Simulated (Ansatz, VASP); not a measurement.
MoS2 in VASP and in Ansatz

```
Mo S
1.0
     1.58000    0.91221    6.15000
    -1.58000    0.91221    6.15000
     0.00000   -1.82443    6.15000
Mo S
1 2
Direct
  0.00000 0.00000 0.00000
  0.41700 0.41700 0.41700
  0.25000 0.25000 0.25000
```

Alike in both runs: task relaxation of cell and atoms; functional PBEsol; dispersion D3(BJ); k mesh 10 × 10 × 10; occupations fermi-dirac, width 0.05 eV; no spin polarisation.

|  | VASP | Ansatz |
| --- | --- | --- |
| version | VASP 6.6.1 | Ansatz 0.2.0 |
| potentials or method | VASP PAW PBE potentials, release 64 (Mo_sv, S) | Ansatz PAW |
| plane-wave cutoff (eV) | 600 | 420 |
| valence electrons in the cell | 26 | 26 |

|  | VASP | Ansatz | Ansatz less VASP |
| --- | --- | --- | --- |
| gap on the k mesh at the Fermi level, each at its own relaxed structure (eV) | 0.55 | 0.52 | -0.032 |
| relaxed volume (Å³/atom) | 16.23 | 16.21 | -0.020 |
| relaxed length of the cell vector where the two differ most in proportion (Å) | 6.067 | 6.058 | -0.0086 |

VASP's potentials were made for PBE, not for PBEsol.

Noted on Ansatz's run: the plane-wave basis is chosen anew once the cell has moved, so the energies of steps on either side of that aren't comparable.
